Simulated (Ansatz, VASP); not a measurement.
CdS: VASP beside Ansatz

Contents of INCAR:

```
SYSTEM = CdS
ALGO     = Normal         ! electronic algorithm
EDIFF    = 1E-6           ! SCF threshold, eV
ENCUT    = 520            ! plane-wave cutoff, eV
GGA      = PE             ! functional
ISIF     = 2              ! what is computed and relaxed
ISMEAR   = -4             ! smearing method
LASPH    = .TRUE.         ! aspherical terms in the spheres
LCHARG   = .FALSE.        ! write CHGCAR
LREAL    = .FALSE.        ! projectors in reciprocal space
LWAVE    = .FALSE.        ! write WAVECAR
NBANDS   = 16             ! bands
NELM     = 80             ! most SCF steps
PREC     = Accurate       ! precision mode
SIGMA    = 0.1            ! smearing width, eV
```

File KPOINTS:

```
k-points
0
G
  4 4 4
  0 0 0
```

File POSCAR:

```
CdS
1.0
    0.0000000000      2.6532960668      2.6532960668
    2.6532960668      0.0000000000      2.6532960668
    2.6532960668      2.6532960668      0.0000000000
Cd S
1 1
Direct
    0.0000000000      0.0000000000      0.0000000000
    0.5000000000      0.5000000000      0.5000000000
```

Input for Ansatz:

```yaml
crystal:
  lattice:
    - [0.0, 2.6532960668, 2.6532960668]
    - [2.6532960668, 0.0, 2.6532960668]
    - [2.6532960668, 2.6532960668, 0.0]
  atoms:
    - { symbol: Cd, position: [0.0, 0.0, 0.0] }
    - { symbol: S, position: [0.5, 0.5, 0.5] }
basis:
  ecutwfc: 420
kpoints:
  mp_grid: { grid: [4, 4, 4] }
hamiltonian:
  xc: pbe
scf:
  occupations: { method: tetrahedron_uncorrected }
  n_extra_bands: 12
  max_iter: 30
  convergence: { dr2_threshold: "1e-11 eV" }
output:
  forces: true
  stress: true
  eigenvalues: true
```

Alike in both runs: task single point; functional PBE; k mesh 4 × 4 × 4; no spin polarisation.

|  | VASP | Ansatz |
| --- | --- | --- |
| version | VASP 6.6.1 | Ansatz 0.2.0 |
| potentials or method | VASP PAW PBE potentials, release 64 (Cd, S), cutoff 520 eV | scalar-relativistic, plane waves, PAW |
| occupations | tetrahedron | tetrahedron-uncorrected |
| valence electrons in the cell | 18 | 26 |

VASP gave:

| Quantity | Value |
| --- | --- |
| gap on the k mesh at the Fermi level (eV) | 0.19 |
| least direct gap on the mesh (eV) | 2.28 |
| pressure (GPa) | 10.8 |

Task: Which values does Ansatz return?

Result: gap on the k mesh at the Fermi level (eV): 0.20; least direct gap on the mesh (eV): 2.31; pressure (GPa): 10.2.

VASP's potentials hold 18 valence electrons a cell and Ansatz's 26, so a difference there can come from the potentials and not from the codes. Ansatz's warnings: band table not solved further.

The k mesh is coarse, so the values compare programs but aren't converged.
